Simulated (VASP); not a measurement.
# Au (Fm-3m) in VASP: notebook

Runs on Au. Level: PBE0. Tasks: single point.

All numbers are computed with VASP 6.6.1; they aren't measurements. Logs are shortened: lines on timing, memory, paths and dates and some standing lists are left out, and cuts for length are marked.

## (1) The cell of the first run

The structure is cubic, space group Fm-3m (No. 225). Conventional cell: a = 4.097 Å, b = 4.097 Å, c = 4.097 Å, α = 90.00°, β = 90.00°, γ = 90.00°. Au (site symmetry m-3m) has 12 Au at 2.90 Å within 3.8 Å.

## (2) Single point, PBE0

Input file POSCAR:

```
Au
1.0
    0.0000000000      2.0484772140      2.0484772140
    2.0484772140      0.0000000000      2.0484772140
    2.0484772140      2.0484772140      0.0000000000
Au
1
Direct
    0.0000000000      0.0000000000      0.0000000000
```

Input file INCAR.step1:

```
PREC = Accurate
ENCUT = 520
EDIFF = 1E-5
ISMEAR = -1
SIGMA = 0.05
LREAL = F
LASPH = T
NELM = 100
ALGO = Normal
ISIF = 2
LWAVE = T
NBANDS = 12
GGA = PE
```

Input file INCAR.step2:

```
PREC = Accurate
ENCUT = 520
EDIFF = 1E-6
ISMEAR = -1
SIGMA = 0.05
LREAL = F
LASPH = T
NELM = 100
ALGO = Normal
ISIF = 2
LWAVE = F
LCHARG = T
GGA = PE
LHFCALC = T
AEXX = 0.25
PRECFOCK = Normal
LELF = T
LVHAR = T
NBANDS = 12
ISTART = 1
```

Input file KPOINTS:

```
regular mesh
0
Gamma
  6 6 6
```

Potentials or basis: VASP PAW PBE potentials, release 64 (Au).

Launch:

```console
$ cat potpaw_PBE.64/Au/POTCAR > POTCAR
$ cp INCAR.step1 INCAR
$ mpirun -np 1 vasp_std > vasp.out
$ cp INCAR.step2 INCAR
$ mpirun -np 1 vasp_std > vasp.out
```

OUTCAR:

```text
PREC = Accurate
   ENCUT = 520
   EDIFF = 1E-6
   ISMEAR = -1
   LREAL = F
   LASPH = T
   NELM = 100
   ISIF = 2
   GGA = PE
   LHFCALC = T
   AEXX = 0.25
   PRECFOCK = Normal
   ISTART = 1

 ion  position               nearest neighbor table
   1  0.000  0.000  0.000-

  LATTYP: Found a face centered cubic cell.
 ALAT       =     4.0969544280

  Lattice vectors:

 A1 = (   0.0000000000,   2.0484772140,   2.0484772140)
 A2 = (   2.0484772140,   0.0000000000,   2.0484772140)
 A3 = (   2.0484772140,   2.0484772140,   0.0000000000)

Analysis of symmetry for initial positions (statically):
=====================================================================
 Subroutine PRICEL returns:
 Original cell was already a primitive cell.

 Routine SETGRP: Setting up the symmetry group for a
 face centered cubic supercell.

 Subroutine GETGRP returns: Found 48 space group operations
 (whereof 48 operations were pure point group operations)
 out of a pool of 48 trial point group operations.

The static configuration has the point symmetry O_h .

Analysis of symmetry for dynamics (positions and initial velocities):
=====================================================================
 Subroutine PRICEL returns:
 Original cell was already a primitive cell.

 Routine SETGRP: Setting up the symmetry group for a
 face centered cubic supercell.

 Subroutine GETGRP returns: Found 48 space group operations
 (whereof 48 operations were pure point group operations)
 out of a pool of 48 trial point group operations.

The dynamic configuration has the point symmetry O_h .

 Subroutine INISYM returns: Found 48 space group operations
 (whereof 48 operations are pure point group operations),
 and found     1 'primitive' translations

----------------------------------------------------------------------------------------

                                     Primitive cell

  volume of cell :      17.1919

  direct lattice vectors                    reciprocal lattice vectors
     0.000000000  2.048477214  2.048477214    -0.244083750  0.244083750  0.244083750
     2.048477214  0.000000000  2.048477214     0.244083750 -0.244083750  0.244083750
     2.048477214  2.048477214  0.000000000     0.244083750  0.244083750 -0.244083750

  length of vectors
     2.896984258  2.896984258  2.896984258     0.422765456  0.422765456  0.422765456

  position of ions in fractional coordinates (direct lattice)
     0.000000000  0.000000000  0.000000000

  ion indices of the primitive-cell ions
   primitive index   ion index
                 1           1

----------------------------------------------------------------------------------------

 KPOINTS: regular mesh

Automatic generation of k-mesh.
 Grid dimensions read from file:
 generate k-points for:    6    6    6

 Generating k-lattice:

  Cartesian coordinates                     Fractional coordinates (reciprocal lattice)
    -0.040680625  0.040680625  0.040680625     0.166666667  0.000000000  0.000000000
     0.040680625 -0.040680625  0.040680625     0.000000000  0.166666667  0.000000000
     0.040680625  0.040680625 -0.040680625     0.000000000  0.000000000  0.166666667

  Length of vectors
     0.070460909  0.070460909  0.070460909

  Shift w.r.t. Gamma in fractional coordinates (k-lattice)
     0.000000000  0.000000000  0.000000000

 Subroutine IBZKPT returns following result:
 ===========================================

 Found     16 irreducible k-points:

 Following reciprocal coordinates:
            Coordinates               Weight
  0.000000  0.000000  0.000000      1.000000
  0.166667  0.000000  0.000000      8.000000
  0.333333  0.000000  0.000000      8.000000
  0.500000  0.000000  0.000000      4.000000
  0.166667  0.166667  0.000000      6.000000
  0.333333  0.166667  0.000000     24.000000
[... 8 lines left out ...]
 -0.333333  0.333333  0.166667     24.000000
 -0.333333  0.500000  0.166667     12.000000
   k-points           NKPTS =     16   k-points in BZ     NKDIM =    216   number of bands    NBANDS=     12
   number of dos      NEDOS =    301   number of ions     NIONS =      1
   total plane-waves  NPLWV =  13824
   dimension x,y,z NGX =    24 NGY =   24 NGZ =   24
   dimension x,y,z NGXF=    48 NGYF=   48 NGZF=   48
   ions per type =               1
   NGX,Y,Z   is equivalent  to a cutoff of  13.77, 13.77, 13.77 a.u.
   NGXF,Y,Z  is equivalent  to a cutoff of  27.55, 27.55, 27.55 a.u.
 SYSTEM =  unknown system
   PREC   = accura    normal or accurate (medium, high low for compatibility)
   ISTART =      1    job   : 0-new  1-cont  2-samecut
   ICHARG =      0    charge: 1-file 2-atom 10-const
   ISPIN  =      1    spin polarized calculation?
   LNONCOLLINEAR =      F non collinear calculations
   LSORBIT =      F    spin-orbit coupling
   LASPH  =      T    aspherical Exc in radial PAW
   ENCUT  =  520.0 eV  38.22 Ry    6.18 a.u.   5.39  5.39  5.39*2*pi/ulx,y,z
   NELM   =    100;   NELMIN=  2; NELMDL=  0     # of ELM steps
   EDIFF  = 0.1E-05   stopping-criterion for ELM
   LREAL  =      F    real-space projection
   EDIFFG = 0.1E-04   stopping-criterion for IOM
   NSW    =      0    number of steps for IOM
   IBRION =     -1    ionic relax: 0-MD 1-quasi-New 2-CG
   NFREE  =      0    steps in history (QN), initial steepest desc. (CG)
   ISIF   =      2    stress and relaxation
   ISYM   =      3    0-nonsym 1-usesym 2-fastsym
   POTIM  = 0.5000    time-step for ionic-motion
   TEBEG  =    0.0;   TEEND  =   0.0 temperature during run
   PSTRESS=    0.0 pullay stress
   NELECT =      11.0000    total number of electrons
   NUPDOWN=      -1.0000    fix difference up-down
   EMIN   =  10.00;   EMAX   =-10.00  energy-range for DOS
   EFERMI =   0.00;   METHOD = LEGACY
   ISMEAR =    -1;   SIGMA  =   0.05  broadening in eV -4-tet -1-fermi 0-gaus
   EFERMI_NEDOS =   21; number of points for ismear=-14 and -15
   IALGO  =     38    algorithm
   IMIX   =      1    mixing-type and parameters
     AMIX     =   0.40;   BMIX     =  1.00
     AMIX_MAG =   1.60;   BMIX_MAG =  1.00
  volume/ion in A,a.u.               =      17.19       116.02
  Fermi-wavevector in a.u.,A,eV,Ry     =   1.410689  2.665816 27.076182  1.990043
  Thomas-Fermi vector in A             =   2.532617
   LORBIT       =      0    0 simple, 1 ext, 2 COOP (PROOUT), +10 PAW based schemes
   GGA     = PE    functional components
   LHFCALC =     T    Hartree Fock is set to
   PRECFOCK=normal    Normal, Fast or Accurate (Low or Medium for compatibility)
   ENCUT4O =  -1.0   cutoff for four orbital integrals eV
   NKREDX  =     1    reduce k-point grid by
   NKREDY  =     1    reduce k-point grid by
   NKREDZ  =     1    reduce k-point grid by
   AEXX    =    0.2500 exact exchange contribution
   HFSCREEN=    0.0000 screening length (either q_TF or 0.3 A-1)
   HFSCREENC=   0.0000 screening length for correlation (either q_TF or 0.3 A-1)
   ENCUTFOCK=  -1.0 apply spherical cutoff to Coloumb kernel
   IVDW    =     0    specifies the selected vdW correction
   LEPSILON=     F    determine dielectric tensor
   LRPA    =     F    only Hartree local field effects (RPA)
 non-spin polarized calculation
  energy-cutoff  :      520.00
  volume of cell :       17.19
 maximum number of plane-waves:       475
 NGX is ok and might be reduce to    24
  NGX = 18; NGY = 18; NGZ = 18

 number of electron      11.0000000 magnetization

 Free energy of the ion-electron system (eV)
  ---------------------------------------------------
  ext. energy  EPLUGINS =         0.00000000
  ---------------------------------------------------
  free energy    TOTEN  =        -3.54226243 eV

  energy without entropy =       -3.53491011  energy(sigma->0) =       -3.53858627

 E-fermi :   8.7472     XC(G=0):  -9.9163

 val. band max:        8.7216297468   @ k =   0.5000   0.3333   0.1667
 cond. band min:      10.0206325155   @ k =   0.5000   0.1667   0.0000
 fundamental gap:      1.2990027687
 Fermi energy:         8.7471736502

 k-point     1 :       0.0000    0.0000    0.0000
  band No.  band energies     occupation
      1      -2.1167      2.00000
      2       2.9116      2.00000
      3       2.9116      2.00000
      4       2.9116      2.00000
      5       4.4676      2.00000
      6       4.4676      2.00000
      7      25.0022      0.00000
      8      29.1607      0.00000
      9      29.1607      0.00000
     10      29.1607      0.00000
     11      33.9030      0.00000
     12      38.8649      0.00000

 k-point     2 :       0.1667    0.0000    0.0000
  band No.  band energies     occupation
      1      -1.1038      2.00000
      2       2.7131      2.00000
      3       3.1736      2.00000
      4       3.1736      2.00000
      5       4.4283      2.00000
      6       4.4283      2.00000
      7      24.7141      0.00000
      8      26.1287      0.00000
      9      30.2073      0.00000
     10      30.2073      0.00000
     11      33.1305      0.00000
     12      35.4341      0.00000

 k-point     3 :       0.3333    0.0000    0.0000
  band No.  band energies     occupation
      1       0.2835      2.00000
      2       3.0600      2.00000
      3       3.0600      2.00000
      4       4.1663      2.00000
      5       5.1905      2.00000
      6       5.1905      2.00000
      7      18.1744      0.00000
      8      25.3125      0.00000
      9      29.5957      0.00000
     10      29.5957      0.00000
     11      33.9205      0.00000
     12      34.1806      0.00000
[... 166 lines left out ...]
 k-point    15 :      -0.3333    0.3333    0.1667
  band No.  band energies     occupation
      1       1.8949      2.00000
      2       1.8958      2.00000
      3       2.9380      2.00000
      4       4.2672      2.00000
      5       5.7788      2.00000
      6      13.4486      0.00000
      7      13.9419      0.00000
      8      20.2108      0.00000
      9      22.0139      0.00000
     10      29.9380      0.00000
     11      33.9756      0.00000
     12      38.7430      0.00000

 k-point    16 :      -0.3333    0.5000    0.1667
  band No.  band energies     occupation
      1       1.2124      2.00000
      2       1.5292      2.00000
      3       3.8004      2.00000
      4       4.8263      2.00000
      5       6.2382      2.00000
      6      14.0792      0.00000
      7      15.3562      0.00000
      8      18.4490      0.00000
      9      19.7303      0.00000
     10      31.6640      0.00000
     11      32.2916      0.00000
     12      35.6908      0.00000

------------------------ aborting loop because EDIFF is reached ----------------------------------------

  FORCE on cell =-STRESS in cart. coord.  units (eV):
  Direction    XX          YY          ZZ          XY          YZ          ZX
  --------------------------------------------------------------------------------------
  -------------------------------------------------------------------------------------
  Total        0.5213496      0.5213496      0.5213496     -0.0000000     -0.0000000      0.0000000
  in kB       48.5865714     48.5865714     48.5865714     -0.0000000     -0.0000000      0.0000000
  external PRESSURE =      48.5865714 kB  Pullay stress =       0.0000000 kB

 VOLUME and BASIS-vectors are now :
 -----------------------------------------------------------------------------
  energy-cutoff  :      520.00
  volume of cell :       17.19
      direct lattice vectors                 reciprocal lattice vectors
     0.000000000  2.048477214  2.048477214    -0.244083750  0.244083750  0.244083750
     2.048477214  0.000000000  2.048477214     0.244083750 -0.244083750  0.244083750
     2.048477214  2.048477214  0.000000000     0.244083750  0.244083750 -0.244083750

 POSITION                                       TOTAL-FORCE (eV/Angst)
 -----------------------------------------------------------------------------------
      0.00000      0.00000      0.00000         0.000000      0.000000     -0.000000
 -----------------------------------------------------------------------------------
    total drift:                               -0.000000      0.000000      0.000000

  FREE ENERGIE OF THE ION-ELECTRON SYSTEM (eV)
  ---------------------------------------------------
  free  energy   TOTEN  =        -3.5422624254 eV

  energy  without entropy=       -3.5349101118  energy(sigma->0) =       -3.53858627
```

It took 12 min on 1 thread of Intel Xeon Platinum 8259CL at 2.50GHz (Skylake/Cascade Lake), shared host; peak memory 0.16 GiB.

Results:

```yaml
Free_energy: -3.5423 eV
Pressure: 4.9 GPa
Band_gap_on_the_k_mesh: zero (an odd number of electrons rules out a gap without spin polarisation)
```

Levels at points of the mesh, in eV from the Fermi level:
```tsv
k point	band 2	band 3	band 4	band 5	band 6	band 7	band 8	band 9	band 10	band 11
(0.00, 0.00, 0.00)	-5.84	-5.84	-5.84	-4.28	-4.28	16.26	20.41	20.41	20.41	25.16
(0.50, 0.00, 0.00)	-5.89	-5.89	-2.90	-2.90	-0.98	4.32	15.64	19.10	19.10	26.85
(0.50, 0.50, 0.00)	-8.00	-3.02	-2.50	-2.50	1.94	7.41	11.66	11.66	18.99	21.65
```

Caveat: the k points lie up to 0.44 Å⁻¹ apart, too coarse for converged energies and pressures of a metal; the PAW data sets were made with another functional, which shifts forces and pressure a little; spin-orbit coupling is left out, which moves the levels of the heavy elements.

## (3) Single point, PBE0

This run uses another cell than the first one, of 17.53 Å³/atom.

Input file POSCAR:

```
Au
1.0
    0.0000000000      2.0617793868      2.0617793868
    2.0617793868      0.0000000000      2.0617793868
    2.0617793868      2.0617793868      0.0000000000
Au
1
Direct
    0.0000000000      0.0000000000      0.0000000000
```

Input file INCAR.step1:

```
SYSTEM = Au
ALGO = Normal ; EDIFF = 1E-5
ENCUT = 520 ; GGA = PE
ISIF = 2 ; ISMEAR = -1
LASPH = .TRUE. ; LCHARG = .FALSE.
LREAL = .FALSE. ; LWAVE = .TRUE.
NBANDS = 12 ; NELM = 60
PREC = Accurate ; SIGMA = 0.05
```

Input file INCAR.step2:

```
SYSTEM = Au
AEXX = 0.25 ; ALGO = Normal
EDIFF = 1E-6 ; ENCUT = 520
GGA = PE ; ISIF = 2
ISMEAR = -1 ; ISTART = 1
LASPH = .TRUE. ; LCHARG = .FALSE.
LHFCALC = .TRUE. ; LREAL = .FALSE.
LWAVE = .FALSE. ; NBANDS = 12
NELM = 60 ; PREC = Accurate
PRECFOCK = Normal ; SIGMA = 0.05
```

Input file KPOINTS:

```
k-points
0
G
  6 6 6
  0 0 0
```

Potentials or basis: VASP PAW PBE potentials, release 64 (Au).

Launch:

```console
$ cat potpaw_PBE.64/Au/POTCAR > POTCAR
$ cp INCAR.step1 INCAR
$ mpirun -np 1 vasp_std > vasp.out
$ cp INCAR.step2 INCAR
$ mpirun -np 1 vasp_std > vasp.out
```

It took 13 min on 1 thread of Intel Xeon Platinum 8259CL at 2.50GHz (Skylake/Cascade Lake), shared host; peak memory 0.16 GiB.

Results (log left out):

| Quantity | Value |
| --- | --- |
| Free energy | -3.5494 eV |
| Pressure | 1.6 GPa |
| Band gap on the k mesh | zero (an odd number of electrons rules out a gap without spin polarisation) |

Levels at points of the mesh, in eV from the Fermi level:
```csv
k point,band 3,band 4,band 5,band 6,band 7,band 8,band 9,band 10
"(0.00, 0.00, 0.00)",-5.71,-5.71,-4.21,-4.21,16.28,20.33,20.33,20.33
"(0.50, 0.00, 0.00)",-5.77,-2.88,-2.88,-0.87,4.22,15.66,18.95,18.95
"(0.50, 0.50, 0.00)",-3.00,-2.49,-2.49,2.02,7.26,11.61,11.61,18.78
```

Caveat: the k points lie up to 0.44 Å⁻¹ apart, too coarse for converged energies and pressures of a metal; the PAW data sets were made with another functional, which shifts forces and pressure a little; spin-orbit coupling is left out, which moves the levels of the heavy elements.

## (4) Single point, PBE0

This run uses another cell than the first one, of 17.87 Å³/atom.

Input file POSCAR:

```
Au
1.0
    0.0000000000      2.0749120936      2.0749120936
    2.0749120936      0.0000000000      2.0749120936
    2.0749120936      2.0749120936      0.0000000000
Au
1
Direct
    0.0000000000      0.0000000000      0.0000000000
```

Input file INCAR.step1:

```
SYSTEM = Au
PREC = Accurate ; ENCUT = 520
EDIFF = 1E-5 ; ISMEAR = -1
SIGMA = 0.05 ; LREAL = .FALSE.
LASPH = .TRUE. ; NELM = 100
ALGO = Normal ; ISIF = 2
LWAVE = .TRUE. ; GGA = PE
NBANDS = 12
```

Input file INCAR.step2:

```
SYSTEM = Au
PREC = Accurate ; ENCUT = 520
EDIFF = 1E-6 ; ISMEAR = -1
SIGMA = 0.05 ; LREAL = .FALSE.
LASPH = .TRUE. ; NELM = 100
ALGO = Normal ; ISIF = 2
LWAVE = .FALSE. ; LCHARG = .TRUE.
GGA = PE ; LHFCALC = .TRUE.
AEXX = 0.25 ; PRECFOCK = Normal
LELF = .TRUE. ; LVHAR = .TRUE.
ISTART = 1 ; NBANDS = 12
```

Input file KPOINTS:

```
Automatic mesh
0
G
  6 6 6
  0 0 0
```

Launch:

```console
$ cat potpaw_PBE.64/Au/POTCAR > POTCAR
$ cp INCAR.step1 INCAR
$ mpirun -np 1 vasp_std > vasp.out
$ cp INCAR.step2 INCAR
$ mpirun -np 1 vasp_std > vasp.out
```

Wall time 12 min (1 thread of Intel Xeon Platinum 8259CL at 2.50GHz (Skylake/Cascade Lake), shared host); peak memory 0.15 GiB.

It converged, with:

```
Free energy            : -3.5502 eV
Pressure               : -1.2 GPa
Band gap on the k mesh : zero (an odd number of electrons rules out a gap without spin polarisation)
```

Levels at points of the mesh, in eV from the Fermi level:
| k point | band 4 | band 5 | band 6 | band 7 | band 8 | band 9 |
| --- | --- | --- | --- | --- | --- | --- |
| (0.00, 0.00, 0.00) | -5.60 | -4.15 | -4.15 | 16.31 | 20.24 | 20.24 |
| (0.50, 0.00, 0.00) | -2.85 | -2.85 | -0.76 | 4.13 | 15.68 | 18.81 |
| (0.50, 0.50, 0.00) | -2.48 | -2.48 | 2.09 | 7.11 | 11.56 | 11.56 |

Caveat: the k points lie up to 0.44 Å⁻¹ apart, too coarse for converged energies and pressures of a metal; the PAW data sets were made with another functional, which shifts forces and pressure a little; spin-orbit coupling is left out, which moves the levels of the heavy elements.

## (5) The runs side by side

| cell | gap on the mesh (eV) | pressure (GPa) |
| --- | --- | --- |
| a = 2.897 Å, angles 60.0°, 1 atom | none | 4.9 |
| a = 2.916 Å, angles 60.0°, 1 atom | none | 1.6 |
| a = 2.934 Å, angles 60.0°, 1 atom | none | -1.2 |

Alike in all rows: task single point; level PBE0; potentials or basis VASP PAW PBE potentials, release 64 (Au); no spin polarisation; k mesh 6 × 6 × 6; cutoff (eV) 520; smearing fermi-dirac 0.05 eV.

Caveats: all runs use coarse meshes; the PAW data sets were made with another functional, which shifts forces and pressure a little; spin-orbit coupling is left out, which moves the levels of the heavy elements.

Absolute energies hang on the potentials; compare differences alone.

The gap in the log of VASP goes by the Fermi energy; the results here count the filled bands.